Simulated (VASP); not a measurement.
Wanted: the native input for a VASP 6.6.1 run.

```yaml
Task: single point
Functional: PBEsol
Potentials_or_basis: VASP PAW PBE potentials, release 64 (Na_pv, Cl)
Cutoff: 520 eV
k_mesh: 6 × 6 × 6
Occupations: gaussian, width 0.02 eV
Spin: no spin polarisation
Dipole_correction: no
Further_INCAR_settings: ALGO = Normal; EDIFF = 1e-06; NBANDS = 14
```

The structure of NaCl lies in POSCAR:

```
NaCl
1.0
    3.3979648256     -0.0175109500     -0.0005953723
   -0.0175109500      3.4007315557     -0.0014358979
   -0.0005953723     -0.0014358979      3.4161411917
Na Cl
1 1
Direct
   -0.0222917660      0.0351522904      0.0100908289
    0.5222917660      0.4648477096      0.4899091711
```

This cell differs from its parent crystal: atoms moved at random and the cell strained at random.

One way to write it, as run:

INCAR

```
SYSTEM = NaCl
ALGO = Normal
EDIFF = 1E-6
ENCUT = 520
GGA = PS
ISIF = 2
ISMEAR = 0
LASPH = .True.
LCHARG = .True.
LELF = .True.
LREAL = .False.
LVHAR = .True.
LWAVE = .False.
NBANDS = 14
NELM = 100
PREC = Accurate
SIGMA = 0.02
```

KPOINTS

```
k-points
0
Gamma
  6 6 6
  0 0 0
```

Potentials or basis: VASP PAW PBE potentials, release 64 (Na_pv, Cl).

Launch:

```bash
$ cat potpaw_PBE.64/Na_pv/POTCAR potpaw_PBE.64/Cl/POTCAR > POTCAR
$ mpirun -np 1 vasp_std > vasp.out
```

Results of the run:

* Pressure: 2.0 GPa
* Largest force: 0.252 eV/Å
* Band gap on the k mesh: 4.14 eV, indirect (least direct gap 4.69 eV)

Caveat: the cell differs from its parent crystal (atoms moved at random and the cell strained at random); the PAW data sets were made with another functional, which shifts forces and pressure a little.

Wall time 49 s on 1 thread of AMD EPYC 9R45 (Zen 5), on a shared host, peak memory 0.15 GiB.
